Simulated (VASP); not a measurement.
## MgO (sol2): single point with PBEsol

The system is MgO (sol2).

```
Mg O
1.0
    -0.01891    2.10955    2.10955
     2.10955   -0.01891    2.10955
     2.10955    2.10955   -0.01891
Mg O
1 1
Cartesian
  0.0000 0.0000 0.0000
  2.1001 2.1001 2.1001
```

This cell differs from its parent crystal: strained cell.

```yaml
Program: VASP 6.6.1
Task: single point
Functional: PBEsol
Potentials_or_basis: VASP PAW PBE potentials, release 64 (Mg, O)
Cutoff: 600 eV
k_mesh: 9 × 9 × 9
Occupations: gaussian, width 0.02 eV
Spin: no spin polarisation
Dipole_correction: no
Further_INCAR_settings: ALGO = Normal; EDIFF = 1e-06; NBANDS = 11
```

- Pressure: -3.3 GPa
- Band gap on the k mesh: 4.39 eV, direct

Stress tensor (GPa, compression positive):
```
-3.31  1.25  1.25
 1.25 -3.31  1.25
 1.25  1.25 -3.31
```

Levels at points of the mesh, in eV from the valence-band top:
```tsv
k point	band 2	band 3	band 4	band 5	band 6	band 7
(0.00, 0.00, 0.00)	-0.10	-0.10	0.00	4.39	15.34	15.34
```

Wall time 29 s on 1 thread of AMD EPYC 7R13 (shared host), peak memory 0.12 GiB.

Caveat: the cell differs from its parent crystal (strained cell); the PAW data sets were made with another functional, which shifts forces and pressure a little.
